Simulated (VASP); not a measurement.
# TiAl2N3 (P6_3mc) in VASP: notebook, part 2 of 2

VASP 6.6.1.

## (3) Single point, PBE, collinear spin

This run uses another cell than the first one, of 12.73 Å³/atom.

The input, INCAR:

```
PREC = Accurate
ENCUT = 600
EDIFF = 1E-6
ISMEAR = 0
SIGMA = 0.1
LREAL = F
LASPH = T
NELM = 200
ALGO = Normal
ISIF = 2
LWAVE = F
LCHARG = F
ISPIN = 2
MAGMOM = 1 1 0 0 0 0 0 0 0 0 0 0
LORBIT = 11
LMAXMIX = 4
GGA = PE
NBANDS = 49
GGA_COMPAT = F
```

The input, KPOINTS:

```
regular mesh
0
Gamma
  6 6 1
```

The input, POSCAR:

```
TiAl2N3
1.0
    3.3218639200      0.0000000000      0.0000000000
   -1.6609319600      2.8768185400      0.0000000000
    0.0000000000      0.0000000000     15.9806663500
Ti Al N
2 4 6
Direct
    0.6666666700      0.3333333300      0.8330956700
    0.3333333300      0.6666666700      0.3330956700
    0.6666666700      0.3333333300      0.1664290000
    0.6666666700      0.3333333300      0.4997623400
    0.3333333300      0.6666666700      0.6664290000
    0.3333333300      0.6666666700      0.9997623400
    0.6666666700      0.3333333300      0.2935710000
    0.6666666700      0.3333333300      0.6269043300
    0.6666666700      0.3333333300      0.9602376600
    0.3333333300      0.6666666700      0.1269043300
    0.3333333300      0.6666666700      0.4602376600
    0.3333333300      0.6666666700      0.7935710000
```

Potentials or basis: VASP PAW PBE potentials, release 64 (Ti_sv, Al, N).

The run is started by

```sh
$ cat potpaw_PBE.64/Ti_sv/POTCAR potpaw_PBE.64/Al/POTCAR potpaw_PBE.64/N/POTCAR > POTCAR
$ mpirun -np 1 vasp_std > vasp.out
```

OUTCAR:

```text
PREC = Accurate
   ENCUT = 600
   EDIFF = 1E-6
   ISMEAR = 0
   LREAL = F
   LASPH = T
   NELM = 200
   ISIF = 2
   ISPIN = 2
   LORBIT = 11
   GGA = PE

 ion  position               nearest neighbor table
   1  0.667  0.333  0.833-  12 2.02  12 2.02  12 2.02   9 2.03
   2  0.333  0.667  0.333-   7 2.02   7 2.02   7 2.02  11 2.03
   3  0.667  0.333  0.166-  10 2.02  10 2.02  10 2.02   7 2.03   6 3.28   6 3.28   6 3.28
   4  0.667  0.333  0.500-  11 2.02  11 2.02  11 2.02   8 2.03   5 3.28   5 3.28   5 3.28
   5  0.333  0.667  0.666-   8 2.02   8 2.02   8 2.02  12 2.03   4 3.28   4 3.28   4 3.28
   6  0.333  0.667  1.000-   9 2.02   9 2.02   9 2.02  10 2.03   3 3.28   3 3.28   3 3.28
   7  0.667  0.333  0.294-   2 2.02   2 2.02   2 2.02   3 2.03
   8  0.667  0.333  0.627-   5 2.02   5 2.02   5 2.02   4 2.03
   9  0.667  0.333  0.960-   6 2.02   6 2.02   6 2.02   1 2.03
  10  0.333  0.667  0.127-   3 2.02   3 2.02   3 2.02   6 2.03
  11  0.333  0.667  0.460-   4 2.02   4 2.02   4 2.02   2 2.03
  12  0.333  0.667  0.794-   1 2.02   1 2.02   1 2.02   5 2.03

  LATTYP: Found a hexagonal cell.
 ALAT       =     3.3218639200
 C/A-ratio  =     4.8107528589

  Lattice vectors:

 A1 = (   3.3218639200,   0.0000000000,   0.0000000000)
 A2 = (  -1.6609319600,   2.8768185400,   0.0000000000)
 A3 = (   0.0000000000,   0.0000000000,  15.9806663500)

Analysis of symmetry for initial positions (statically):
[... 901 lines left out ...]
      1.66093      0.95894      2.65965        -0.000000      0.000000     -0.204955
      1.66093      0.95894      7.98654        -0.000000      0.000000      0.096099
     -0.00000      1.91788     10.64998        -0.000000      0.000000     -0.204955
     -0.00000      1.91788     15.97687        -0.000000      0.000000      0.096099
      1.66093      0.95894      4.69146        -0.000000      0.000000     -1.197609
      1.66093      0.95894     10.01835        -0.000000      0.000000      0.155842
      1.66093      0.95894     15.34524         0.000000     -0.000000      1.049524
     -0.00000      1.91788      2.02802         0.000000     -0.000000      0.155842
     -0.00000      1.91788      7.35490        -0.000000      0.000000      1.049524
     -0.00000      1.91788     12.68179        -0.000000      0.000000     -1.197609
 -----------------------------------------------------------------------------------
    total drift:                                0.000012     -0.000007     -0.001483

  FREE ENERGIE OF THE ION-ELECTRON SYSTEM (eV)
  ---------------------------------------------------
  free  energy   TOTEN  =       -94.7908141499 eV

  energy  without entropy=      -94.7703027651  energy(sigma->0) =      -94.78055846

 total charge

# of ion       s       p       d       tot
------------------------------------------
    1        2.210   6.192   1.908  10.310
    2        2.210   6.192   1.908  10.310
    3        0.348   0.346   0.000   0.694
    4        0.350   0.346   0.000   0.696
    5        0.348   0.346   0.000   0.694
    6        0.350   0.346   0.000   0.696
    7        1.248   2.473   0.000   3.721
    8        1.221   2.474   0.000   3.695
    9        1.227   2.476   0.000   3.703
   10        1.221   2.474   0.000   3.695
   11        1.227   2.476   0.000   3.703
   12        1.248   2.473   0.000   3.721
--------------------------------------------------
tot         13.209  28.614   3.815  45.638

 magnetization (x)

# of ion       s       p       d       tot
------------------------------------------
    1        0.002   0.008   0.183   0.193
    2        0.002   0.008   0.183   0.193
    3       -0.000  -0.000   0.000  -0.000
    4        0.001   0.001   0.000   0.002
    5       -0.000  -0.000   0.000  -0.000
    6        0.001   0.001   0.000   0.002
    7       -0.000  -0.009   0.000  -0.009
    8        0.001   0.005   0.000   0.006
    9        0.000  -0.001   0.000  -0.001
   10        0.001   0.005   0.000   0.006
   11        0.000  -0.001   0.000  -0.001
   12       -0.000  -0.009   0.000  -0.009
--------------------------------------------------
tot          0.008   0.008   0.366   0.382
```

stdout:

```text
POSCAR found type information on POSCAR TiAlN
 POSCAR found :  3 types and      12 ions
 scaLAPACK will be used
 LDA part: xc-table for (Slater+PW92), standard interpolation
 POSCAR, INCAR and KPOINTS ok, starting setup
 FFT: planning ... GRIDC
 FFT: planning ... GRID_SOFT
 FFT: planning ... GRID
 WAVECAR not read
 entering main loop
```

Wall time 8.9 min (1 thread of Oxide Virtual Turin-like, shared host); peak memory 0.39 GiB.

Results:

```yaml
Free_energy: -94.7908 eV
Pressure: -17.3 GPa
Largest_force: 1.198 eV/Å
Net_moment: 0.57 μB per cell
Site_moments: Ti +0.19; Al -0.00, +0.00 (each value once); N -0.01, +0.01, -0.00 (each value once) μB
Valence_electrons_inside_the_program's_atomic_spheres: Ti 10.31; Al 0.69, 0.70 (each value once); N 3.72, 3.69, 3.70 (each value once)
```

Forces on the atoms (eV/Å):
```
Ti   0.000  0.000  0.101
Ti   0.000  0.000  0.101
Al   0.000  0.000 -0.205
Al   0.000  0.000  0.096
Al   0.000  0.000 -0.205
Al   0.000  0.000  0.096
N    0.000  0.000 -1.198
N    0.000  0.000  0.156
N    0.000  0.000  1.050
N    0.000  0.000  0.156
N    0.000  0.000  1.050
N    0.000  0.000 -1.198
```

Levels at points of the mesh, in eV from the Fermi level:
Spin up:
```csv
k point,band 32,band 33,band 34,band 35,band 36,band 37
"(0.00, 0.00, 0.00)",-3.37,-0.10,0.61,0.61,0.63,0.63
"(0.50, 0.00, 0.00)",-3.68,-0.38,-0.11,0.80,0.81,0.96
```
Spin down:
| k point | band 31 | band 32 | band 33 | band 34 | band 35 | band 36 |
| --- | --- | --- | --- | --- | --- | --- |
| (0.00, 0.00, 0.00) | -3.36 | -3.36 | -0.03 | 0.72 | 0.76 | 0.76 |
| (0.50, 0.00, 0.00) | -3.74 | -3.67 | -0.14 | 0.14 | 0.92 | 0.92 |

Caveat: the k points lie up to 0.39 Å⁻¹ apart; a moment this small can come from the mesh or the smearing; forces of over 1 eV/Å act on the atoms, so gaps and moduli don't describe the material at rest.

## (4) Single point, PBE

The input, INCAR:

```
SYSTEM = TiAl2N3
PREC = Accurate ; ENCUT = 600
EDIFF = 1E-6 ; ISMEAR = 0
SIGMA = 0.1 ; LREAL = .FALSE.
LASPH = .TRUE. ; NELM = 120
ALGO = Normal ; ISIF = 2
LWAVE = .FALSE. ; LCHARG = .FALSE.
GGA = PE ; NBANDS = 45
GGA_COMPAT = .FALSE.
```

The input, KPOINTS:

```
regular mesh
0
G
  12 12 4
  0 0 0
```

The input, POSCAR:

```
TiAl2N3
1.0
    3.1641516956      0.0000000000      0.0000000000
   -1.5820758478      2.7402357498      0.0000000000
    0.0000000000      0.0000000000     15.5656071370
Ti Al N
2 4 6
Direct
    0.6666666667      0.3333333333      0.8338146542
    0.3333333333      0.6666666667      0.3338146542
    0.6666666667      0.3333333333      0.1629923696
    0.6666666667      0.3333333333      0.5029079688
    0.3333333333      0.6666666667      0.6629923696
    0.3333333333      0.6666666667      0.0029079688
    0.6666666667      0.3333333333      0.2865887090
    0.6666666667      0.3333333333      0.6270050466
    0.6666666667      0.3333333333      0.9666912519
    0.3333333333      0.6666666667      0.1270050466
    0.3333333333      0.6666666667      0.4666912519
    0.3333333333      0.6666666667      0.7865887090
```

Potentials or basis: VASP PAW PBE potentials, release 64 (Ti_sv, Al, N).

The run is started by

```sh
$ cat potpaw_PBE.64/Ti_sv/POTCAR potpaw_PBE.64/Al/POTCAR potpaw_PBE.64/N/POTCAR > POTCAR
$ mpirun -np 1 vasp_std > vasp.out
```

OUTCAR:

```text
SYSTEM = TiAl2N3
   PREC = Accurate
   ENCUT = 600
   EDIFF = 1E-6
   ISMEAR = 0
   LREAL = .FALSE.
   LASPH = .TRUE.
   NELM = 120
   ISIF = 2
   GGA = PE

 ion  position               nearest neighbor table
   1  0.667  0.333  0.834-  12 1.97  12 1.97  12 1.97   9 2.07
   2  0.333  0.667  0.334-   7 1.97   7 1.97   7 1.97  11 2.07
   3  0.667  0.333  0.163-  10 1.91  10 1.91  10 1.91   7 1.92   6 3.09   6 3.09   6 3.09
   4  0.667  0.333  0.503-  11 1.91  11 1.91  11 1.91   8 1.93   5 3.09   5 3.09   5 3.09
   5  0.333  0.667  0.663-   8 1.91   8 1.91   8 1.91  12 1.92   4 3.09   4 3.09   4 3.09
   6  0.333  0.667  0.003-   9 1.91   9 1.91   9 1.91  10 1.93   3 3.09   3 3.09   3 3.09
   7  0.667  0.333  0.287-   3 1.92   2 1.97   2 1.97   2 1.97
   8  0.667  0.333  0.627-   5 1.91   5 1.91   5 1.91   4 1.93
   9  0.667  0.333  0.967-   6 1.91   6 1.91   6 1.91   1 2.07
  10  0.333  0.667  0.127-   3 1.91   3 1.91   3 1.91   6 1.93
  11  0.333  0.667  0.467-   4 1.91   4 1.91   4 1.91   2 2.07
  12  0.333  0.667  0.787-   5 1.92   1 1.97   1 1.97   1 1.97

  LATTYP: Found a hexagonal cell.
 ALAT       =     3.1641516956
 C/A-ratio  =     4.9193618494

  Lattice vectors:
[... 1360 lines left out ...]

 [... further k-points ...]

------------------------ aborting loop because EDIFF is reached ----------------------------------------

  FORCE on cell =-STRESS in cart. coord.  units (eV):
  Direction    XX          YY          ZZ          XY          YZ          ZX
  --------------------------------------------------------------------------------------
  -------------------------------------------------------------------------------------
  Total       -0.1779054     -0.1779054     -0.1295494      0.0000000     -0.0000000     -0.0000000
  in kB       -2.1119730     -2.1119730     -1.5379234      0.0000000     -0.0000000     -0.0000000
  external PRESSURE =      -1.9206231 kB  Pullay stress =       0.0000000 kB

 VOLUME and BASIS-vectors are now :
 -----------------------------------------------------------------------------
  energy-cutoff  :      600.00
  volume of cell :      134.96
      direct lattice vectors                 reciprocal lattice vectors
     3.164151696  0.000000000  0.000000000     0.316040473  0.182466052  0.000000000
    -1.582075848  2.740235750  0.000000000     0.000000000  0.364932105  0.000000000
     0.000000000  0.000000000 15.565607137     0.000000000  0.000000000  0.064244201

 POSITION                                       TOTAL-FORCE (eV/Angst)
 -----------------------------------------------------------------------------------
      1.58208      0.91341     12.97883         0.000000     -0.000000      0.018109
     -0.00000      1.82682      5.19603        -0.000000      0.000000      0.018109
      1.58208      0.91341      2.53708        -0.000000      0.000000     -0.003425
      1.58208      0.91341      7.82807        -0.000000      0.000000     -0.008639
     -0.00000      1.82682     10.31988        -0.000000      0.000000     -0.003425
     -0.00000      1.82682      0.04526        -0.000000      0.000000     -0.008639
      1.58208      0.91341      4.46093         0.000000     -0.000000     -0.035848
      1.58208      0.91341      9.75971        -0.000000      0.000000      0.005440
      1.58208      0.91341     15.04714         0.000000     -0.000000      0.024362
     -0.00000      1.82682      1.97691         0.000000     -0.000000      0.005440
     -0.00000      1.82682      7.26433        -0.000000      0.000000      0.024362
     -0.00000      1.82682     12.24373        -0.000000      0.000000     -0.035848
 -----------------------------------------------------------------------------------
    total drift:                                0.000000     -0.000000     -0.001071

  FREE ENERGIE OF THE ION-ELECTRON SYSTEM (eV)
  ---------------------------------------------------
  free  energy   TOTEN  =       -96.1861136936 eV

  energy  without entropy=      -96.1550314170  energy(sigma->0) =      -96.17057256
```

stdout:

```text
POSCAR found type information on POSCAR TiAlN
 POSCAR found :  3 types and      12 ions
 scaLAPACK will be used
 LDA part: xc-table for (Slater+PW92), standard interpolation
 POSCAR, INCAR and KPOINTS ok, starting setup
 FFT: planning ... GRIDC
 FFT: planning ... GRID_SOFT
 FFT: planning ... GRID
 WAVECAR not read
 entering main loop
```

Wall time 20 min (1 thread of Oxide Virtual Turin-like, shared host); peak memory 0.49 GiB.

Results:

```yaml
Free_energy: -96.1861 eV
Pressure: -0.2 GPa
Largest_force: 0.036 eV/Å
Band_gap_on_the_k_mesh: zero (bands 33 and 34 overlap by 1.54 eV)
```

Forces on the atoms (eV/Å):
```
Ti   0.000  0.000  0.018
Ti   0.000  0.000  0.018
Al   0.000  0.000 -0.003
Al   0.000  0.000 -0.009
Al   0.000  0.000 -0.003
Al   0.000  0.000 -0.009
N    0.000  0.000 -0.036
N    0.000  0.000  0.005
N    0.000  0.000  0.024
N    0.000  0.000  0.005
N    0.000  0.000  0.024
N    0.000  0.000 -0.036
```

## (5) Overview

| spin | cell | k mesh | gap on the mesh (eV) | pressure (GPa) | moment (μB) | largest force (eV/Å) |
| --- | --- | --- | --- | --- | --- | --- |
| collinear | a = 3.162, b = 3.162, c = 15.579 Å, angles 90.0, 90.0, 120.0°, 12 atoms, atomic positions A | 6 × 6 × 1 | none | -0.2 | 0.55 | 0.04 |
| collinear | a = 3.322, b = 3.322, c = 15.981 Å, angles 90.0, 90.0, 120.0°, 12 atoms, atomic positions B | 6 × 6 × 1 | none | -17.3 | 0.57 | 1.20 |
| off | a = 3.164, b = 3.164, c = 15.566 Å, angles 90.0, 90.0, 120.0°, 12 atoms, atomic positions C | 12 × 12 × 4 | none | -0.2 | - | 0.04 |

Alike in all rows: task single point; level PBE; potentials or basis VASP PAW PBE potentials, release 64 (Ti_sv, Al, N); cutoff (eV) 600; smearing gaussian 0.1 eV.

Caveats: some runs use coarse meshes; a moment this small can come from the mesh or the smearing (at least some runs); forces of over 1 eV/Å act on the atoms, so gaps and moduli don't describe the material at rest (at least some runs).

Absolute energies hang on the potentials; compare differences alone.
